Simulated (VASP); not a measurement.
# BN (P4_2/mnm) in VASP: further runs, part 2 of 2

VASP 6.6.1. The steps go on from the part before.

### 3 Single point, PBEsol

This run uses another cell than the first one, of the same volume but with other edges.

INCAR reads:

```
SYSTEM = BN
PREC     = Accurate       ! precision mode
ENCUT    = 520            ! plane-wave cutoff, eV
EDIFF    = 1E-6           ! SCF threshold, eV
ISMEAR   = 0              ! smearing method
SIGMA    = 0.05           ! smearing width, eV
LREAL    = .False.        ! projectors in reciprocal space
LASPH    = .True.         ! aspherical terms in the spheres
NELM     = 60             ! most SCF steps
ALGO     = Normal         ! electronic algorithm
ISIF     = 2              ! what is computed and relaxed
LWAVE    = .False.        ! write WAVECAR
LCHARG   = .False.        ! write CHGCAR
GGA      = PS             ! functional
NBANDS   = 26             ! bands
```

KPOINTS reads:

```
regular mesh
0
Gamma
  6 6 10
  0 0 0
```

POSCAR reads:

```
BN
1.0
    4.3652000000      0.0000000000      0.0000000000
    0.0000000000      4.3652000000      0.0000000000
    0.0000000000      0.0000000000      2.6142000000
B N
4 4
Direct
    0.1741337327      0.8258662673      0.5000000000
    0.3258662673      0.3258662673      0.0000000000
    0.6741337327      0.6741337327      0.0000000000
    0.8258662673      0.1741337327      0.5000000000
    0.8123909516      0.8123909516      0.5000000000
    0.3123909516      0.6876090484      0.0000000000
    0.6876090484      0.3123909516      0.0000000000
    0.1876090484      0.1876090484      0.5000000000
```

Potentials or basis: VASP PAW PBE potentials, release 64 (B, N).

On the command line:

```sh
$ cat potpaw_PBE.64/B/POTCAR potpaw_PBE.64/N/POTCAR > POTCAR
$ mpirun -np 1 vasp_std > vasp.out
```

OUTCAR:

```text
SYSTEM = BN
   PREC = Accurate
   ENCUT = 520
   EDIFF = 1E-6
   ISMEAR = 0
   LREAL = .False.
   LASPH = .True.
   NELM = 60
   ISIF = 2
   GGA = PS

 ion  position               nearest neighbor table
   1  0.174  0.826  0.500-   6 1.56   6 1.56   8 1.58   5 1.58   4 2.15
   2  0.326  0.326  0.000-   8 1.56   8 1.56   6 1.58   7 1.58   3 2.15
   3  0.674  0.674  0.000-   5 1.56   5 1.56   7 1.58   6 1.58   2 2.15
   4  0.826  0.174  0.500-   7 1.56   7 1.56   8 1.58   5 1.58   1 2.15
   5  0.812  0.812  0.500-   3 1.56   3 1.56   4 1.58   1 1.58
   6  0.312  0.688  0.000-   1 1.56   1 1.56   3 1.58   2 1.58
   7  0.688  0.312  0.000-   4 1.56   4 1.56   2 1.58   3 1.58
   8  0.188  0.188  0.500-   2 1.56   2 1.56   4 1.58   1 1.58

  LATTYP: Found a simple tetragonal cell.
 ALAT       =     4.3652000000
 C/A-ratio  =     0.5988729039

  Lattice vectors:

 A1 = (   4.3652000000,   0.0000000000,   0.0000000000)
 A2 = (   0.0000000000,   4.3652000000,   0.0000000000)
 A3 = (   0.0000000000,   0.0000000000,   2.6142000000)

Analysis of symmetry for initial positions (statically):
=====================================================================
 Subroutine PRICEL returns:
 Original cell was already a primitive cell.

 Routine SETGRP: Setting up the symmetry group for a
 simple tetragonal supercell.

 Subroutine GETGRP returns: Found 16 space group operations
 (whereof  8 operations were pure point group operations)
 out of a pool of 16 trial point group operations.

The static configuration has the point symmetry D_2h.
 The point group associated with its full space group is D_4h.

Analysis of symmetry for dynamics (positions and initial velocities):
=====================================================================
 Subroutine PRICEL returns:
 Original cell was already a primitive cell.

 Routine SETGRP: Setting up the symmetry group for a
 simple tetragonal supercell.

 Subroutine GETGRP returns: Found 16 space group operations
 (whereof  8 operations were pure point group operations)
 out of a pool of 16 trial point group operations.

The dynamic configuration has the point symmetry D_2h.
 The point group associated with its full space group is D_4h.

 Subroutine INISYM returns: Found 16 space group operations
 (whereof  8 operations are pure point group operations),
 and found     1 'primitive' translations

----------------------------------------------------------------------------------------

                                     Primitive cell

  volume of cell :      49.8135

  direct lattice vectors                    reciprocal lattice vectors
     4.365200000  0.000000000  0.000000000     0.229084578  0.000000000  0.000000000
     0.000000000  4.365200000  0.000000000     0.000000000  0.229084578  0.000000000
     0.000000000  0.000000000  2.614200000     0.000000000  0.000000000  0.382526203

  length of vectors
     4.365200000  4.365200000  2.614200000     0.229084578  0.229084578  0.382526203

  position of ions in fractional coordinates (direct lattice)
     0.174133733  0.825866267  0.500000000
[... 47 lines left out ...]
  0.000000  0.000000  0.000000      1.000000
  0.166667  0.000000  0.000000      4.000000
  0.333333  0.000000  0.000000      4.000000
  0.500000  0.000000  0.000000      2.000000
  0.166667  0.166667  0.000000      4.000000
  0.333333  0.166667  0.000000      8.000000
[... 16 lines left out ...]
  0.333333  0.000000  0.200000      8.000000
  0.500000  0.000000  0.200000      4.000000
 [... further k-points ...]
   k-points           NKPTS =     60   k-points in BZ     NKDIM =     60   number of bands    NBANDS=     26
   number of dos      NEDOS =    301   number of ions     NIONS =      8
   total plane-waves  NPLWV =  20480
   dimension x,y,z NGX =    32 NGY =   32 NGZ =   20
   dimension x,y,z NGXF=    64 NGYF=   64 NGZF=   40
   ions per type =               4   4
   NGX,Y,Z   is equivalent  to a cutoff of  12.19, 12.19, 12.72 a.u.
   NGXF,Y,Z  is equivalent  to a cutoff of  24.37, 24.37, 25.44 a.u.
 SYSTEM =  BN
   PREC   = accura    normal or accurate (medium, high low for compatibility)
   ISTART =      0    job   : 0-new  1-cont  2-samecut
   ICHARG =      2    charge: 1-file 2-atom 10-const
   ISPIN  =      1    spin polarized calculation?
   LNONCOLLINEAR =      F non collinear calculations
   LSORBIT =      F    spin-orbit coupling
   LASPH  =      T    aspherical Exc in radial PAW
   ENCUT  =  520.0 eV  38.22 Ry    6.18 a.u.   8.12  8.12  4.86*2*pi/ulx,y,z
   NELM   =     60;   NELMIN=  2; NELMDL= -5     # of ELM steps
   EDIFF  = 0.1E-05   stopping-criterion for ELM
   LREAL  =      F    real-space projection
   EDIFFG = 0.1E-04   stopping-criterion for IOM
   NSW    =      0    number of steps for IOM
   IBRION =     -1    ionic relax: 0-MD 1-quasi-New 2-CG
   NFREE  =      0    steps in history (QN), initial steepest desc. (CG)
   ISIF   =      2    stress and relaxation
   ISYM   =      2    0-nonsym 1-usesym 2-fastsym
   POTIM  = 0.5000    time-step for ionic-motion
   TEBEG  =    0.0;   TEEND  =   0.0 temperature during run
   PSTRESS=    0.0 pullay stress
   NELECT =      32.0000    total number of electrons
   NUPDOWN=      -1.0000    fix difference up-down
   EMIN   =  10.00;   EMAX   =-10.00  energy-range for DOS
   EFERMI =   0.00;   METHOD = LEGACY
   ISMEAR =     0;   SIGMA  =   0.05  broadening in eV -4-tet -1-fermi 0-gaus
   EFERMI_NEDOS =   21; number of points for ismear=-14 and -15
   IALGO  =     38    algorithm
   IMIX   =      4    mixing-type and parameters
     AMIX     =   0.40;   BMIX     =  1.00
     AMIX_MAG =   1.60;   BMIX_MAG =  1.00
  volume/ion in A,a.u.               =       6.23        42.02
  Fermi-wavevector in a.u.,A,eV,Ry     =   1.412567  2.669365 27.148332  1.995346
  Thomas-Fermi vector in A             =   2.534303
   LORBIT       =      0    0 simple, 1 ext, 2 COOP (PROOUT), +10 PAW based schemes
   GGA     = PS    functional components
   LHFCALC =     F    Hartree Fock is set to
   AEXX    =    0.0000 exact exchange contribution
   IVDW    =     0    specifies the selected vdW correction
   LEPSILON=     F    determine dielectric tensor
   LRPA    =     F    only Hartree local field effects (RPA)
 non-spin polarized calculation
 Gauss-broadening in eV      SIGMA  =   0.05
  energy-cutoff  :      520.00
  volume of cell :       49.81
 maximum number of plane-waves:      1360
   NGX = 17   NGY = 17   NGZ =  9

 number of electron      32.0000004 magnetization

 Free energy of the ion-electron system (eV)
  ---------------------------------------------------
  ext. energy  EPLUGINS =         0.00000000
  ---------------------------------------------------
  free energy    TOTEN  =       -72.35511867 eV

  energy without entropy =      -72.35511867  energy(sigma->0) =      -72.35511867

 E-fermi :   7.1031     XC(G=0): -12.6648

 val. band max:        6.8895715537   @ k =   0.0000   0.0000   0.0000
 cond. band min:      11.4414287827   @ k =   0.0000   0.0000   0.3000
 fundamental gap:      4.5518572290
 Fermi energy:         7.1030764701

 k-point     1 :       0.0000    0.0000    0.0000
  band No.  band energies     occupation
      1     -13.2581      2.00000
      2      -9.0082      2.00000
      3      -9.0082      2.00000
      4      -8.9782      2.00000
      5      -2.6881      2.00000
      6      -2.4245      2.00000
[... 685 lines left out ...]
     25      19.0240      0.00000
     26      19.0961      0.00000

 [... further k-points ...]

------------------------ aborting loop because EDIFF is reached ----------------------------------------

  FORCE on cell =-STRESS in cart. coord.  units (eV):
  Direction    XX          YY          ZZ          XY          YZ          ZX
  --------------------------------------------------------------------------------------
  -------------------------------------------------------------------------------------
  Total        1.5763670      1.5763670     -7.9304440     -0.0000000      0.0000000      0.0000000
  in kB       50.7015015     50.7015015   -255.0709380     -0.0000000      0.0000000      0.0000000
  external PRESSURE =     -51.2226450 kB  Pullay stress =       0.0000000 kB

 VOLUME and BASIS-vectors are now :
 -----------------------------------------------------------------------------
  energy-cutoff  :      520.00
  volume of cell :       49.81
      direct lattice vectors                 reciprocal lattice vectors
     4.365200000  0.000000000  0.000000000     0.229084578  0.000000000  0.000000000
     0.000000000  4.365200000  0.000000000     0.000000000  0.229084578  0.000000000
     0.000000000  0.000000000  2.614200000     0.000000000  0.000000000  0.382526203

 POSITION                                       TOTAL-FORCE (eV/Angst)
 -----------------------------------------------------------------------------------
      0.76013      3.60507      1.30710         0.085882     -0.085882      0.000000
      1.42247      1.42247      0.00000        -0.085882     -0.085882      0.000000
      2.94273      2.94273      0.00000         0.085882      0.085882      0.000000
      3.60507      0.76013      1.30710        -0.085882      0.085882      0.000000
      3.54625      3.54625      1.30710        -0.245248     -0.245248     -0.000000
      1.36365      3.00155      0.00000        -0.245248      0.245248      0.000000
      3.00155      1.36365      0.00000         0.245248     -0.245248     -0.000000
      0.81895      0.81895      1.30710         0.245248      0.245248      0.000000
 -----------------------------------------------------------------------------------
    total drift:                                0.000000     -0.000000     -0.000000

  FREE ENERGIE OF THE ION-ELECTRON SYSTEM (eV)
  ---------------------------------------------------
  free  energy   TOTEN  =       -72.3551186734 eV

  energy  without entropy=      -72.3551186734  energy(sigma->0) =      -72.35511867
```

Wall time 31 s (1 thread of AMD EPYC 9R45 (Zen 5), shared host); peak memory 0.15 GiB.

What came out:

- Free energy: -72.3551 eV
- Pressure: -5.1 GPa
- Largest force: 0.347 eV/Å
- Band gap on the k mesh: 4.55 eV (least direct gap 5.61 eV)

Forces in eV/Å, atoms in the order of the input:
```
B    0.086 -0.086  0.000
B   -0.086 -0.086  0.000
B    0.086  0.086  0.000
B   -0.086  0.086  0.000
N   -0.245 -0.245  0.000
N   -0.245  0.245  0.000
N    0.245 -0.245  0.000
N    0.245  0.245  0.000
```

Caveat: the stress differs along the axes, from -26 to 5 GPa; the PAW data sets were made with another functional, which shifts forces and pressure a little. A k mesh can miss the band edges.
